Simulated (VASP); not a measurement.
# Ge in VASP: a series of runs, part 2 of 2

VASP 6.6.1. The steps go on from the part before.

### 5 Single point, PBEsol (strain +0.030 along x and y, +0.030 along z)

INCAR

```
SYSTEM = Ge
PREC = Accurate ; ENCUT = 520
EDIFF = 1E-6 ; ISMEAR = 0
SIGMA = 0.15 ; LREAL = .False.
LASPH = .True. ; NELM = 100
ALGO = Normal ; ISIF = 2
LWAVE = .False. ; LCHARG = .True.
GGA = PS ; LELF = .True.
LVHAR = .True. ; NBANDS = 21
```

KPOINTS

```
regular mesh
0
Gamma
  18 18 18
  0 0 0
```

POSCAR

```
Ge
1.0
    0.0000000000      2.9230171483      2.9230171483
    2.9230171483      0.0000000000      2.9230171483
    2.9230171483      2.9230171483      0.0000000000
Ge
2
Direct
    0.5000000000      0.5000000000      0.5000000000
    0.7500000000      0.7500000000      0.7500000000
```

Potentials or basis: VASP PAW PBE potentials, release 64 (Ge_d).

Launch:

```console
cat potpaw_PBE.64/Ge_d/POTCAR > POTCAR
mpirun -np 1 vasp_std > vasp.out
```

OUTCAR:

```text
SYSTEM = Ge
   PREC = Accurate
   ENCUT = 520
   EDIFF = 1E-6
   ISMEAR = 0
   LREAL = .False.
   LASPH = .True.
   NELM = 100
   ISIF = 2
   GGA = PS

 ion  position               nearest neighbor table
   1  0.500  0.500  0.500-   2 2.53   2 2.53   2 2.53   2 2.53
   2  0.750  0.750  0.750-   1 2.53   1 2.53   1 2.53   1 2.53

  LATTYP: Found a face centered cubic cell.
 ALAT       =     5.8460342966

  Lattice vectors:

 A1 = (   0.0000000000,   2.9230171483,   2.9230171483)
 A2 = (   2.9230171483,   0.0000000000,   2.9230171483)
 A3 = (   2.9230171483,   2.9230171483,   0.0000000000)

Analysis of symmetry for initial positions (statically):
=====================================================================
 Subroutine PRICEL returns:
 Original cell was already a primitive cell.

 Routine SETGRP: Setting up the symmetry group for a
 face centered cubic supercell.

 Subroutine GETGRP returns: Found 48 space group operations
 (whereof 24 operations were pure point group operations)
 out of a pool of 48 trial point group operations.

The static configuration has the point symmetry T_d .
 The point group associated with its full space group is O_h .

Analysis of symmetry for dynamics (positions and initial velocities):
=====================================================================
 Subroutine PRICEL returns:
 Original cell was already a primitive cell.

 Routine SETGRP: Setting up the symmetry group for a
 face centered cubic supercell.

 Subroutine GETGRP returns: Found 48 space group operations
 (whereof 24 operations were pure point group operations)
 out of a pool of 48 trial point group operations.

The dynamic configuration has the point symmetry T_d .
 The point group associated with its full space group is O_h .

 Subroutine INISYM returns: Found 48 space group operations
 (whereof 24 operations are pure point group operations),
 and found     1 'primitive' translations

----------------------------------------------------------------------------------------

                                     Primitive cell

  volume of cell :      49.9487

  direct lattice vectors                    reciprocal lattice vectors
     0.000000000  2.923017148  2.923017148    -0.171056130  0.171056130  0.171056130
     2.923017148  0.000000000  2.923017148     0.171056130 -0.171056130  0.171056130
     2.923017148  2.923017148  0.000000000     0.171056130  0.171056130 -0.171056130

  length of vectors
     4.133770494  4.133770494  4.133770494     0.296277907  0.296277907  0.296277907

  position of ions in fractional coordinates (direct lattice)
     0.500000000  0.500000000  0.500000000
     0.750000000  0.750000000  0.750000000

  ion indices of the primitive-cell ions
   primitive index   ion index
                 1           1
                 2           2

----------------------------------------------------------------------------------------

 KPOINTS: regular mesh

Automatic generation of k-mesh.
 Grid dimensions read from file:
 generate k-points for:   18   18   18

 Generating k-lattice:

  Cartesian coordinates                     Fractional coordinates (reciprocal lattice)
    -0.009503118  0.009503118  0.009503118     0.055555556  0.000000000  0.000000000
     0.009503118 -0.009503118  0.009503118     0.000000000  0.055555556  0.000000000
     0.009503118  0.009503118 -0.009503118     0.000000000  0.000000000  0.055555556

  Length of vectors
     0.016459884  0.016459884  0.016459884

  Shift w.r.t. Gamma in fractional coordinates (k-lattice)
     0.000000000  0.000000000  0.000000000

 Subroutine IBZKPT returns following result:
 ===========================================

 Found    195 irreducible k-points:

 Following reciprocal coordinates:
            Coordinates               Weight
  0.000000  0.000000  0.000000      1.000000
  0.055556  0.000000  0.000000      8.000000
  0.111111  0.000000  0.000000      8.000000
  0.166667  0.000000  0.000000      8.000000
  0.222222  0.000000  0.000000      8.000000
  0.277778  0.000000  0.000000      8.000000
[... 16 lines left out ...]
 -0.277778  0.055556  0.000000     24.000000
 -0.222222  0.055556  0.000000     24.000000
 [... further k-points ...]
   k-points           NKPTS =    195   k-points in BZ     NKDIM =    195   number of bands    NBANDS=     21
   number of dos      NEDOS =    301   number of ions     NIONS =      2
   total plane-waves  NPLWV =  32768
   dimension x,y,z NGX =    32 NGY =   32 NGZ =   32
   dimension x,y,z NGXF=    64 NGYF=   64 NGZF=   64
   ions per type =               2
   NGX,Y,Z   is equivalent  to a cutoff of  12.87, 12.87, 12.87 a.u.
   NGXF,Y,Z  is equivalent  to a cutoff of  25.74, 25.74, 25.74 a.u.
 SYSTEM =  Ge
   PREC   = accura    normal or accurate (medium, high low for compatibility)
   ISTART =      0    job   : 0-new  1-cont  2-samecut
   ICHARG =      2    charge: 1-file 2-atom 10-const
   ISPIN  =      1    spin polarized calculation?
   LNONCOLLINEAR =      F non collinear calculations
   LSORBIT =      F    spin-orbit coupling
   LASPH  =      T    aspherical Exc in radial PAW
   ENCUT  =  520.0 eV  38.22 Ry    6.18 a.u.   7.69  7.69  7.69*2*pi/ulx,y,z
   NELM   =    100;   NELMIN=  2; NELMDL= -5     # of ELM steps
   EDIFF  = 0.1E-05   stopping-criterion for ELM
   LREAL  =      F    real-space projection
   EDIFFG = 0.1E-04   stopping-criterion for IOM
   NSW    =      0    number of steps for IOM
   IBRION =     -1    ionic relax: 0-MD 1-quasi-New 2-CG
   NFREE  =      0    steps in history (QN), initial steepest desc. (CG)
   ISIF   =      2    stress and relaxation
   ISYM   =      2    0-nonsym 1-usesym 2-fastsym
   POTIM  = 0.5000    time-step for ionic-motion
   TEBEG  =    0.0;   TEEND  =   0.0 temperature during run
   PSTRESS=    0.0 pullay stress
   NELECT =      28.0000    total number of electrons
   NUPDOWN=      -1.0000    fix difference up-down
   EMIN   =  10.00;   EMAX   =-10.00  energy-range for DOS
   EFERMI =   0.00;   METHOD = LEGACY
   ISMEAR =     0;   SIGMA  =   0.15  broadening in eV -4-tet -1-fermi 0-gaus
   EFERMI_NEDOS =   21; number of points for ismear=-14 and -15
   IALGO  =     38    algorithm
   IMIX   =      4    mixing-type and parameters
     AMIX     =   0.40;   BMIX     =  1.00
     AMIX_MAG =   1.60;   BMIX_MAG =  1.00
  volume/ion in A,a.u.               =      24.97       168.54
  Fermi-wavevector in a.u.,A,eV,Ry     =   1.349852  2.550850 24.791180  1.822100
  Thomas-Fermi vector in A             =   2.477405
   LORBIT       =      0    0 simple, 1 ext, 2 COOP (PROOUT), +10 PAW based schemes
   GGA     = PS    functional components
   LHFCALC =     F    Hartree Fock is set to
   AEXX    =    0.0000 exact exchange contribution
   IVDW    =     0    specifies the selected vdW correction
   LEPSILON=     F    determine dielectric tensor
   LRPA    =     F    only Hartree local field effects (RPA)
 non-spin polarized calculation
 Gauss-broadening in eV      SIGMA  =   0.15
  energy-cutoff  :      520.00
  volume of cell :       49.95
 maximum number of plane-waves:      1367
   NGX = 15   NGY = 15   NGZ = 15

 number of electron      27.9999969 magnetization

 Free energy of the ion-electron system (eV)
  ---------------------------------------------------
  ext. energy  EPLUGINS =         0.00000000
  ---------------------------------------------------
  free energy    TOTEN  =        -9.80515494 eV

  energy without entropy =       -9.80415486  energy(sigma->0) =       -9.80465490

 E-fermi :   3.9124     XC(G=0):  -9.6725

 val. band max:        3.8966397443   @ k =   0.3889   0.0000   0.0000
 cond. band min:       3.9539465701   @ k =   0.0000   0.0000   0.0000
 fundamental gap:      0.0573068259
 Fermi energy:         3.9124090707

 k-point     1 :       0.0000    0.0000    0.0000
  band No.  band energies     occupation
      1     -20.6967      2.00000
      2     -20.6967      2.00000
      3     -20.6967      2.00000
      4     -20.6672      2.00000
      5     -20.6672      2.00000
      6     -20.5030      2.00000
[... 13 lines left out ...]
     20      13.1694      0.00000
     21      13.1694      0.00000
[... 529 lines left out ...]
 k-point    24 :      -0.2222    0.0556    0.0000
  band No.  band energies     occupation
      1     -20.7125      2.00000
      2     -20.7096      2.00000
      3     -20.6893      2.00000
      4     -20.6481      2.00000
      5     -20.6422      2.00000
      6     -20.5304      2.00000
[... 13 lines left out ...]
     20      11.7073      0.00000
     21      12.6040      0.00000

 [... further k-points ...]

------------------------ aborting loop because EDIFF is reached ----------------------------------------

  FORCE on cell =-STRESS in cart. coord.  units (eV):
  Direction    XX          YY          ZZ          XY          YZ          ZX
  --------------------------------------------------------------------------------------
  -------------------------------------------------------------------------------------
  Total       -1.5213059     -1.5213059     -1.5213059      0.0000000      0.0000000      0.0000000
  in kB      -48.7981140    -48.7981140    -48.7981140      0.0000000      0.0000000      0.0000000
  external PRESSURE =     -48.7981140 kB  Pullay stress =       0.0000000 kB

 VOLUME and BASIS-vectors are now :
 -----------------------------------------------------------------------------
  energy-cutoff  :      520.00
  volume of cell :       49.95
      direct lattice vectors                 reciprocal lattice vectors
     0.000000000  2.923017148  2.923017148    -0.171056130  0.171056130  0.171056130
     2.923017148  0.000000000  2.923017148     0.171056130 -0.171056130  0.171056130
     2.923017148  2.923017148  0.000000000     0.171056130  0.171056130 -0.171056130

 POSITION                                       TOTAL-FORCE (eV/Angst)
 -----------------------------------------------------------------------------------
      2.92302      2.92302      2.92302        -0.000000      0.000000     -0.000000
      4.38453      4.38453      4.38453         0.000000     -0.000000      0.000000
 -----------------------------------------------------------------------------------
    total drift:                               -0.000000     -0.000000      0.000000

  FREE ENERGIE OF THE ION-ELECTRON SYSTEM (eV)
  ---------------------------------------------------
  free  energy   TOTEN  =        -9.8051549380 eV

  energy  without entropy=       -9.8041548610  energy(sigma->0) =       -9.80465490
```

OSZICAR:

```text
N       E                     dE             d eps       ncg     rms          rms(c)
DAV:   1     0.193869838091E+03    0.19387E+03   -0.14684E+04  9062   0.350E+03
DAV:   2     0.190326449935E+02   -0.17484E+03   -0.16962E+03  8235   0.616E+02
DAV:   3    -0.892829817844E+01   -0.27961E+02   -0.27791E+02  9525   0.145E+02
DAV:   4    -0.990132759283E+01   -0.97303E+00   -0.97254E+00  9070   0.318E+01
DAV:   5    -0.991799686057E+01   -0.16669E-01   -0.16669E-01  9423   0.465E+00    0.284E+00
DAV:   6    -0.984145091615E+01    0.76546E-01   -0.30710E-02 11025   0.231E+00    0.162E+00
DAV:   7    -0.980421703091E+01    0.37234E-01   -0.45576E-02  9684   0.232E+00    0.148E-01
DAV:   8    -0.980499980310E+01   -0.78277E-03   -0.57656E-03  9032   0.109E+00    0.490E-02
DAV:   9    -0.980513306074E+01   -0.13326E-03   -0.22607E-04  9526   0.202E-01    0.117E-02
DAV:  10    -0.980515422290E+01   -0.21162E-04   -0.26412E-05 10515   0.393E-02    0.541E-03
DAV:  11    -0.980515534955E+01   -0.11266E-05   -0.58791E-06 11170   0.385E-02    0.164E-03
DAV:  12    -0.980515493802E+01    0.41153E-06   -0.93006E-07  5730   0.194E-02
   1 F= -.98051549E+01 E0= -.98046549E+01  d E =-.100008E-02
```

It took 74 s on 1 thread of Intel Xeon Platinum 8488C (Sapphire Rapids), shared host; peak memory 0.29 GiB.

What came out:

```
Free energy            : -9.8052 eV
Pressure               : -4.9 GPa
Band gap on the k mesh : zero (bands 14 and 15 overlap by 0.16 eV)
```

Levels at points of the mesh, in eV from the Fermi level:
| k point | band 12 | band 13 | band 14 | band 15 | band 16 | band 17 |
| --- | --- | --- | --- | --- | --- | --- |
| (0.00, 0.00, 0.00) | -0.82 | 0.04 | 0.04 | 0.04 | 2.52 | 2.52 |
| (0.50, 0.00, 0.00) | -7.17 | -1.22 | -1.22 | -0.11 | 3.69 | 3.69 |
| (0.50, 0.50, 0.00) | -8.51 | -2.72 | -2.72 | 0.82 | 0.82 | 8.74 |

Caveat: the cell differs from its parent crystal (strain +0.030 along x and y, +0.030 along z); the cell stands under tension; semilocal functionals underestimate gaps, and a narrow one can read as zero; the PAW data sets were made with another functional, which shifts forces and pressure a little.

### 6 The runs side by side

| cell | gap on the mesh (eV) | pressure (GPa) |
| --- | --- | --- |
| a = 4.044, b = 4.044, c = 4.074 Å, angles 59.8, 59.8, 60.5°, 2 atoms | 0.04 | -1.9 |
| a = 4.074, b = 4.074, c = 4.134 Å, angles 59.5, 59.5, 61.0°, 2 atoms | none | -3.5 |
| a = 4.074 Å, angles 60.0°, 2 atoms | none | -2.8 |
| a = 4.134 Å, angles 60.0°, 2 atoms | none | -4.9 |

Alike in all rows: task single point; level PBEsol; potentials or basis VASP PAW PBE potentials, release 64 (Ge_d); no spin polarisation; k mesh 18 × 18 × 18; cutoff (eV) 520; smearing gaussian 0.15 eV.

Caveats: semilocal functionals underestimate gaps, and a narrow one can read as zero; the PAW data sets were made with another functional, which shifts forces and pressure a little; the cell stands under tension (at least some runs); the smearing spreads over this small gap (at least some runs).

Total energies depend on the potentials used, so only differences within one code and one set of settings carry meaning.

The gap in the log of VASP goes by the Fermi energy; the results here count the filled bands.